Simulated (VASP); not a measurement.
Runs of VASP 6.6.1 on Ti. The structure is that of space group Im-3m (No. 229), or close to it. The cells are those of the table. 

```tsv
task	cell	cutoff (eV)	k mesh for the DOS	occupations for the DOS	gap on the mesh (eV)	pressure (GPa)
single point	a = 2.313 Å, angles 109.5°, 1 atom	520	-	-	none	(b)
relaxation of cell and atoms	relaxed from a = 2.827 Å, angles 109.5°, 1 atom	600	-	-	none	0.0
single point	a = 2.565 Å, angles 109.5°, 1 atom	520	-	-	none	46.9
single point	a = 2.775 Å, angles 109.5°, 1 atom	520	-	-	none	5.5
single point	a = 2.823 Å, angles 109.5°, 1 atom	520	-	-	none	-0.2
single point	a = 2.674 Å, angles 109.5°, 1 atom	520	-	-	none	(a)
single point	a = 2.080 Å, angles 109.5°, 1 atom	520	-	-	none	392.5
```

Alike in all rows: level PBE; potentials or basis VASP PAW PBE potentials, release 64 (Ti_sv); no spin polarisation; k mesh 16 × 16 × 16; smearing fermi-dirac 0.1 eV.

Question: Fill in the values left out.

Answer: (a) 21.8; (b) 152.7.

A gap of «none» marks levels without a gap at the run's occupations.
